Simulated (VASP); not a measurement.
Si:

```
Si
1.0
    -1.58626    1.58626    2.73270
     1.58626   -1.58626    2.73270
     1.58626    1.58626   -2.73270
Si
2
Cartesian
  0.0000 0.0000 1.5954
  0.0000 0.0000 3.8700
```

* Program: VASP 6.6.1
* Task: relaxation of cell and atoms
* Functional: PBE
* Potentials or basis: VASP PAW PBE potentials, release 64 (Si)
* Cutoff: 600 eV
* k mesh: 8 × 8 × 8
* Occupations: gaussian, width 0.1 eV
* Spin: no spin polarisation

At the start: pressure 36.2 GPa; volume 13.75 Å³/atom.

Problem. Where does the relaxation end?

Solution. Over 13 steps the energy falls by 369.4 meV/atom and the volume is 17.60 Å³/atom (+28.0 %); space group I4/mmm (No. 139, to 0.05 Å).

The path:
```
step  energy change (eV)  largest force (eV/Å)  pressure (GPa)  volume (Å³)
   1              0.0000                0.4476           36.15        27.50
   2             -0.3164                0.2793          -11.79        41.76
   3             -0.6608                0.2544           -0.04        34.51
   4             -0.6609                0.2536            0.38        34.36
   5             -0.6791                0.3953            0.09        34.60
   6             -0.7133                0.6817           -0.72        35.26
   7             -0.7213                0.5710           -0.68        35.31
   8             -0.7334                0.2949           -0.59        35.42
   9             -0.7146                0.4499           -0.42        35.63
  10             -0.7350                0.1529           -0.55        35.46
  11             -0.7371                0.1139           -0.40        35.37
  12             -0.7388                0.0428           -0.13        35.23
  13             -0.7388                0.0289           -0.08        35.20
```

Final structure:
```
Si
1.0
    -1.68971    1.68971    3.08259
     1.68971   -1.68971    3.08259
     1.68971    1.68971   -3.08259
Si
2
Direct
  0.30793 0.30793 0.00000
  0.69207 0.69207 0.00000
```

Caveat: the volume moved by over 15 % at a fixed basis, so the end points are rough.
